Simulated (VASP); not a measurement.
# Si23O48 (a cell with a defect) in VASP: single point with PBEsol

Aim: the single point of Si23O48 (a cell with a defect) with PBEsol.

All numbers are computed with VASP 6.6.1; they aren't measurements. Logs are shortened: lines on timing, memory, paths and dates and some standing lists are left out, and cuts for length are marked.

## (1) The cell of the first run

The cell holds a defect, 71 atoms: a = 8.389 Å, b = 8.389 Å, c = 8.036 Å, α = 90.00°, β = 90.00°, γ = 90.00°.

## (2) Single point, PBEsol

Input file INCAR:

```
ALGO     = Normal         # electronic algorithm
EDIFF    = 1E-6           # SCF threshold, eV
ENCUT    = 520            # plane-wave cutoff, eV
GGA      = PS             # functional
GGA_COMPAT= F            
ISIF     = 2              # what is computed and relaxed
ISMEAR   = -1             # smearing method
LASPH    = T              # aspherical terms in the spheres
LCHARG   = F              # write CHGCAR
LREAL    = Auto         
LWAVE    = F              # write WAVECAR
NBANDS   = 231            # bands
NELECT   = 384.0        
NELM     = 120            # most SCF steps
PREC     = Accurate       # precision mode
SIGMA    = 0.05           # smearing width, eV
```

Input file KPOINTS:

```
k-points
0
Gamma
  1 1 1
```

Input file POSCAR:

```
Si23O48
1.0
    8.3886930000      0.0000000000      0.0000000000
    0.0000000000      8.3886930000      0.0000000000
    0.0000000000      0.0000000000      8.0356430000
Si O
23 48
Direct
    0.9997540000      0.9998830000      0.0008920000
    0.9997510000      0.9998810000      0.3332570000
    0.9997490000      0.9998820000      0.6656240000
    0.9997580000      0.4998810000      0.9996490000
    0.9997530000      0.4998790000      0.3332590000
    0.9997560000      0.4998820000      0.6668710000
    0.4997550000      0.9998800000      0.9996500000
    0.4997570000      0.9998840000      0.3332580000
    0.4997620000      0.9998810000      0.6668690000
    0.4997480000      0.4998850000      0.0136560000
    0.4997550000      0.4998790000      0.6528640000
    0.2520790000      0.2522060000      0.1712300000
    0.2520710000      0.2521970000      0.4952980000
    0.2503970000      0.2505200000      0.8332620000
    0.2580790000      0.7415520000      0.1655140000
    0.2580870000      0.7415480000      0.5010050000
    0.2534980000      0.7461360000      0.8332570000
    0.7414270000      0.2582160000      0.1655090000
    0.7414250000      0.2582120000      0.5010040000
    0.7460090000      0.2536340000      0.8332580000
    0.7474280000      0.7475540000      0.1712260000
    0.7474320000      0.7475550000      0.4952940000
    0.7491120000      0.7492400000      0.8332610000
    0.1528360000      0.1529650000      0.0001150000
    0.1468080000      0.1469370000      0.3332590000
    0.1528330000      0.1529610000      0.6664060000
    0.1467630000      0.6558310000      0.9964430000
    0.1514690000      0.6529050000      0.3332610000
    0.1467590000      0.6558330000      0.6700730000
    0.6557000000      0.1469000000      0.9964430000
    0.6527720000      0.1516050000      0.3332520000
    0.6557010000      0.1468940000      0.6700760000
    0.6554700000      0.6556040000      0.9997530000
    0.6617760000      0.6619160000      0.3332620000
    0.6554700000      0.6556060000      0.6667670000
    0.3440380000      0.3441580000      0.9997600000
    0.3377290000      0.3378440000      0.3332680000
    0.3440340000      0.3441550000      0.6667660000
    0.3438100000      0.8528660000      0.9964410000
    0.3467370000      0.8481560000      0.3332600000
    0.3438120000      0.8528650000      0.6700740000
    0.8527520000      0.3439350000      0.9964400000
    0.8480430000      0.3468550000      0.3332520000
    0.8527470000      0.3439350000      0.6700770000
    0.8466720000      0.8467980000      0.0001140000
    0.8526940000      0.8528290000      0.3332600000
    0.8466730000      0.8467980000      0.6664070000
    0.0948800000      0.4029950000      0.1655600000
    0.0948750000      0.4029910000      0.5009590000
    0.0982390000      0.4044600000      0.8332600000
    0.0976270000      0.9020080000      0.1650500000
    0.0976190000      0.9020140000      0.5014690000
    0.0959050000      0.9037280000      0.8332580000
    0.6038190000      0.3958560000      0.1504080000
    0.6038100000      0.3958480000      0.5161000000
    0.5959100000      0.4037250000      0.8332570000
    0.5966430000      0.9047570000      0.1655610000
    0.5966460000      0.9047610000      0.5009560000
    0.5951790000      0.9014030000      0.8332590000
    0.4028660000      0.0950030000      0.1655610000
    0.4028670000      0.0950010000      0.5009590000
    0.4043350000      0.0983590000      0.8332580000
    0.3956960000      0.6039190000      0.1504160000
    0.3956980000      0.6039130000      0.5161090000
    0.4035910000      0.5960370000      0.8332570000
    0.9018870000      0.0977550000      0.1650480000
    0.9018770000      0.0977570000      0.5014670000
    0.9036000000      0.0960340000      0.8332570000
    0.9046330000      0.5967690000      0.1655610000
    0.9046330000      0.5967700000      0.5009570000
    0.9012760000      0.5953040000      0.8332610000
```

Potentials or basis: VASP PAW PBE potentials, release 64 (Si, O).

The run is started by

```console
$ cat potpaw_PBE.64/Si/POTCAR potpaw_PBE.64/O/POTCAR > POTCAR
$ mpirun -np 1 vasp_gam > vasp.out
```

OUTCAR:

```text
EDIFF = 1E-6
   ENCUT = 520
   GGA = PS
   ISIF = 2
   ISMEAR = -1
   LASPH = T
   LREAL = Auto
   NELECT = 384.0
   NELM = 120
   PREC = Accurate

 ion  position               nearest neighbor table
   1  1.000  1.000  0.001-  66 1.76  51 1.76  53 1.77  68 1.77  24 1.82  45 1.82   2 2.67   3 2.69

   2  1.000  1.000  0.333-  46 1.74  25 1.74  66 1.78  52 1.78  51 1.78  67 1.78   1 2.67   3 2.67

   3  1.000  1.000  0.666-  52 1.76  67 1.76  68 1.77  53 1.77  47 1.82  26 1.82   2 2.67   1 2.69
[... 75 lines left out ...]
  58  0.597  0.905  0.501-   9 1.75   8 1.76  22 1.83
  59  0.595  0.901  0.833-   9 1.76   7 1.76  23 1.82
  60  0.403  0.095  0.166-   7 1.75   8 1.76  12 1.83
  61  0.403  0.095  0.501-   9 1.75   8 1.76  13 1.83
  62  0.404  0.098  0.833-   7 1.76   9 1.76  14 1.82
  63  0.396  0.604  0.150-  15 1.64  10 1.65
  64  0.396  0.604  0.516-  16 1.64  11 1.65
  65  0.404  0.596  0.833-  17 1.78  10 1.84  11 1.84
  66  0.902  0.098  0.165-   1 1.76   2 1.78  18 1.90
  67  0.902  0.098  0.501-   3 1.76   2 1.78  19 1.90
  68  0.904  0.096  0.833-   3 1.77   1 1.77  20 1.87
  69  0.905  0.597  0.166-   4 1.75   5 1.76  21 1.83
  70  0.905  0.597  0.501-   6 1.75   5 1.76  22 1.83
  71  0.901  0.595  0.833-   4 1.76   6 1.76  23 1.82

  LATTYP: Found a simple tetragonal cell.
 ALAT       =     8.3886930000
 C/A-ratio  =     0.9579135868

  Lattice vectors:

 A1 = (   8.3886930000,   0.0000000000,   0.0000000000)
 A2 = (   0.0000000000,   8.3886930000,   0.0000000000)
 A3 = (   0.0000000000,   0.0000000000,   8.0356430000)

Analysis of symmetry for initial positions (statically):
=====================================================================
 Subroutine PRICEL returns:
 Original cell was already a primitive cell.

 Routine SETGRP: Setting up the symmetry group for a
 simple tetragonal supercell.

 Subroutine GETGRP returns: Found  1 space group operations
 (whereof  1 operations were pure point group operations)
 out of a pool of 16 trial point group operations.

The static configuration has the point symmetry C_1 .

Analysis of symmetry for dynamics (positions and initial velocities):
=====================================================================
 Subroutine PRICEL returns:
 Original cell was already a primitive cell.

 Routine SETGRP: Setting up the symmetry group for a
 simple tetragonal supercell.

 Subroutine GETGRP returns: Found  1 space group operations
 (whereof  1 operations were pure point group operations)
 out of a pool of 16 trial point group operations.

The dynamic configuration has the point symmetry C_1 .

 Subroutine INISYM returns: Found  1 space group operations
 (whereof  1 operations are pure point group operations),
 and found     1 'primitive' translations

----------------------------------------------------------------------------------------

                                     Primitive cell

  volume of cell :     565.4696

  direct lattice vectors                    reciprocal lattice vectors
     8.388693000  0.000000000  0.000000000     0.119208082  0.000000000  0.000000000
     0.000000000  8.388693000  0.000000000     0.000000000  0.119208082  0.000000000
     0.000000000  0.000000000  8.035643000     0.000000000  0.000000000  0.124445548

  length of vectors
     8.388693000  8.388693000  8.035643000     0.119208082  0.119208082  0.124445548

  position of ions in fractional coordinates (direct lattice)
     0.999754000  0.999883000  0.000892000
     0.999751000  0.999881000  0.333257000
     0.999749000  0.999882000  0.665624000
     0.999758000  0.499881000  0.999649000
     0.999753000  0.499879000  0.333259000
     0.999756000  0.499882000  0.666871000
[... 63 lines left out ...]
     0.904633000  0.596770000  0.500957000
     0.901276000  0.595304000  0.833261000

  ion indices of the primitive-cell ions
   primitive index   ion index
                 1           1
                 2           2
                 3           3
                 4           4
                 5           5
                 6           6
[... 63 lines left out ...]
                70          70
                71          71

----------------------------------------------------------------------------------------

 KPOINTS: k-points

Automatic generation of k-mesh.
 Grid dimensions read from file:
 generate k-points for:    1    1    1

 Generating k-lattice:

  Cartesian coordinates                     Fractional coordinates (reciprocal lattice)
     0.119208082  0.000000000  0.000000000     1.000000000  0.000000000  0.000000000
     0.000000000  0.119208082  0.000000000     0.000000000  1.000000000  0.000000000
     0.000000000  0.000000000  0.124445548     0.000000000  0.000000000  1.000000000

  Length of vectors
     0.119208082  0.119208082  0.124445548

  Shift w.r.t. Gamma in fractional coordinates (k-lattice)
     0.000000000  0.000000000  0.000000000

 Subroutine IBZKPT returns following result:
 ===========================================

 Found      1 irreducible k-points:

 Following reciprocal coordinates:
            Coordinates               Weight
  0.000000  0.000000  0.000000      1.000000
   k-points           NKPTS =      1   k-points in BZ     NKDIM =      1   number of bands    NBANDS=    231
   number of dos      NEDOS =    301   number of ions     NIONS =     71
   total plane-waves  NPLWV = 245760
   dimension x,y,z NGX =    64 NGY =   64 NGZ =   60
   dimension x,y,z NGXF=   128 NGYF=  128 NGZF=  120
   ions per type =              23  48
   NGX,Y,Z   is equivalent  to a cutoff of  12.68, 12.68, 12.41 a.u.
   NGXF,Y,Z  is equivalent  to a cutoff of  25.37, 25.37, 24.83 a.u.
 SYSTEM =  unknown system
   PREC   = accura    normal or accurate (medium, high low for compatibility)
   ISTART =      0    job   : 0-new  1-cont  2-samecut
   ICHARG =      2    charge: 1-file 2-atom 10-const
   ISPIN  =      1    spin polarized calculation?
   LNONCOLLINEAR =      F non collinear calculations
   LSORBIT =      F    spin-orbit coupling
   LASPH  =      T    aspherical Exc in radial PAW
   ENCUT  =  520.0 eV  38.22 Ry    6.18 a.u.  15.60 15.60 14.94*2*pi/ulx,y,z
   NELM   =    120;   NELMIN=  2; NELMDL= -5     # of ELM steps
   EDIFF  = 0.1E-05   stopping-criterion for ELM
   LREAL  =      T    real-space projection
   EDIFFG = 0.1E-04   stopping-criterion for IOM
   NSW    =      0    number of steps for IOM
[... 5 lines left out ...]
   TEBEG  =    0.0;   TEEND  =   0.0 temperature during run
   PSTRESS=    0.0 pullay stress
   NELECT =     384.0000    total number of electrons
   NUPDOWN=      -1.0000    fix difference up-down
   EMIN   =  10.00;   EMAX   =-10.00  energy-range for DOS
   EFERMI =   0.00;   METHOD = LEGACY
   ISMEAR =    -1;   SIGMA  =   0.05  broadening in eV -4-tet -1-fermi 0-gaus
   EFERMI_NEDOS =   21; number of points for ismear=-14 and -15
   IALGO  =     38    algorithm
   IMIX   =      4    mixing-type and parameters
     AMIX     =   0.40;   BMIX     =  1.00
     AMIX_MAG =   1.60;   BMIX_MAG =  1.00
  volume/ion in A,a.u.               =       7.96        53.75
  Fermi-wavevector in a.u.,A,eV,Ry     =   1.438960  2.719241 28.172317  2.070607
  Thomas-Fermi vector in A             =   2.557869
   LORBIT       =      0    0 simple, 1 ext, 2 COOP (PROOUT), +10 PAW based schemes
   GGA     = PS    functional components
   LHFCALC =     F    Hartree Fock is set to
   AEXX    =    0.0000 exact exchange contribution
   IVDW    =     0    specifies the selected vdW correction
   LEPSILON=     F    determine dielectric tensor
   LRPA    =     F    only Hartree local field effects (RPA)
 non-spin polarized calculation
  energy-cutoff  :      520.00
  volume of cell :      565.47
 maximum number of plane-waves:      7619
 NGX is ok and might be reduce to    64
   NGX = 31   NGY = 31   NGZ = 29

 number of electron     383.9999870 magnetization

 Free energy of the ion-electron system (eV)
  ---------------------------------------------------
  ext. energy  EPLUGINS =         0.00000000
  ---------------------------------------------------
  free energy    TOTEN  =      -536.45373899 eV

  energy without entropy =     -536.45373899  energy(sigma->0) =     -536.45373899

 E-fermi :   9.1216     XC(G=0): -12.4157

 val. band max:        7.8869691242   @ k =   0.0000   0.0000   0.0000
 cond. band min:      12.9751323287   @ k =   0.0000   0.0000   0.0000
 fundamental gap:      5.0881632044
 Fermi energy:         9.1215900370

 k-point     1 :       0.0000    0.0000    0.0000
  band No.  band energies     occupation
      1     -14.9601      2.00000
      2     -14.0440      2.00000
      3     -13.7277      2.00000
      4     -13.6081      2.00000
      5     -13.5982      2.00000
      6     -13.5865      2.00000
[... 196 lines left out ...]
    203      15.0766      0.00000
    204      15.3707      0.00000
 [bands above 204 left out]

------------------------ aborting loop because EDIFF is reached ----------------------------------------

  FORCE on cell =-STRESS in cart. coord.  units (eV):
  Direction    XX          YY          ZZ          XY          YZ          ZX
  --------------------------------------------------------------------------------------
  -------------------------------------------------------------------------------------
  Total       64.0539801     64.0674083     65.8001190      3.6289970     -0.0025101     -0.0014270
  in kB      181.4878130    181.5258599    186.4352485     10.2822452     -0.0071121     -0.0040433
  external PRESSURE =     183.1496405 kB  Pullay stress =       0.0000000 kB

 VOLUME and BASIS-vectors are now :
 -----------------------------------------------------------------------------
  energy-cutoff  :      520.00
  volume of cell :      565.47
      direct lattice vectors                 reciprocal lattice vectors
     8.388693000  0.000000000  0.000000000     0.119208082  0.000000000  0.000000000
     0.000000000  8.388693000  0.000000000     0.000000000  0.119208082  0.000000000
     0.000000000  0.000000000  8.035643000     0.000000000  0.000000000  0.124445548

 POSITION                                       TOTAL-FORCE (eV/Angst)
 -----------------------------------------------------------------------------------
      8.38663      8.38771      0.00717         0.000125     -0.000312     -0.006102
      8.38660      8.38769      2.67793         0.000687      0.000065      0.000189
      8.38659      8.38770      5.34872         0.000571     -0.000598      0.005933
      8.38666      4.19335      8.03282         0.000361      0.000565     -0.000607
      8.38662      4.19333      2.67795         0.000874      0.000268     -0.000211
      8.38665      4.19336      5.35874         0.000746     -0.000001     -0.000433
[... 63 lines left out ...]
      7.58869      5.00612      4.02551        -0.026911      0.028419      0.002010
      7.56053      4.99382      6.69579        -0.021086      0.027709     -0.001700
 -----------------------------------------------------------------------------------
    total drift:                                0.014436      0.011852      0.007333

  FREE ENERGIE OF THE ION-ELECTRON SYSTEM (eV)
  ---------------------------------------------------
  free  energy   TOTEN  =      -536.4537389939 eV

  energy  without entropy=     -536.4537389939  energy(sigma->0) =     -536.45373899
```

Run time: 3.7 min. Hardware: 1 thread of AMD EPYC 7R13 (Zen 3), shared host; peak memory 0.47 GiB.

Results:

```yaml
Free_energy: -536.4537 eV
Largest_force: 0.120 eV/Å
```

Forces in eV/Å, atoms in the order of the input:
```
Si   0.000  0.000 -0.006
Si   0.001  0.000  0.000
Si   0.001 -0.001  0.006
Si   0.000  0.001 -0.001
Si   0.001  0.000  0.000
Si   0.001  0.000  0.000
Si   0.000  0.000 -0.001
Si   0.000  0.000  0.000
Si   0.000  0.000  0.000
Si   0.000  0.000 -0.012
Si  -0.001  0.000  0.013
Si  -0.018 -0.018 -0.067
Si  -0.017 -0.017  0.066
Si   0.001  0.001 -0.001
Si  -0.060  0.061  0.035
Si  -0.060  0.061 -0.034
Si  -0.015  0.017  0.000
Si   0.060 -0.059  0.035
Si   0.060 -0.060 -0.035
Si   0.017 -0.016  0.000
Si   0.018  0.017 -0.067
Si   0.018  0.018  0.067
Si   0.000  0.000  0.000
O   -0.015 -0.015  0.009
O   -0.011 -0.011  0.000
O   -0.015 -0.014 -0.008
O   -0.025 -0.014 -0.002
O   -0.025 -0.009  0.001
O   -0.025 -0.014  0.002
O   -0.013 -0.024 -0.002
O   -0.008 -0.026  0.001
O   -0.014 -0.024  0.001
O   -0.034 -0.033 -0.006
O   -0.084 -0.086  0.000
O   -0.033 -0.034  0.005
O    0.033  0.033 -0.007
O    0.084  0.085 -0.001
O    0.033  0.034  0.007
O    0.015  0.025 -0.002
O    0.008  0.026 -0.001
O    0.014  0.024  0.002
O    0.023  0.014 -0.002
O    0.026  0.009  0.000
O    0.023  0.014  0.001
O    0.017  0.017  0.010
O    0.010  0.010  0.000
O    0.017  0.017 -0.008
O    0.024 -0.030 -0.001
O    0.024 -0.029  0.001
O    0.019 -0.028  0.000
O    0.031 -0.031  0.005
O    0.032 -0.031 -0.006
O    0.025 -0.024  0.001
O   -0.016  0.015  0.004
O   -0.014  0.014 -0.003
O   -0.014  0.015  0.001
O    0.028 -0.026 -0.002
O    0.028 -0.026  0.002
O    0.028 -0.021  0.000
O   -0.029  0.024 -0.002
O   -0.029  0.024  0.002
O   -0.029  0.020  0.001
O    0.016 -0.015  0.004
O    0.016 -0.014 -0.003
O    0.014 -0.014  0.001
O   -0.030  0.030  0.005
O   -0.029  0.031 -0.005
O   -0.026  0.025  0.001
O   -0.026  0.028 -0.002
O   -0.027  0.028  0.002
O   -0.021  0.028 -0.002
```

Caveat: the k points lie up to 0.78 Å⁻¹ apart; the cell carries a net charge on a neutralising background, which shifts energy and pressure; the cell is charged against a uniform background, so pressure and absolute levels hang on convention; the PAW data sets were made with another functional, which shifts forces and pressure a little.
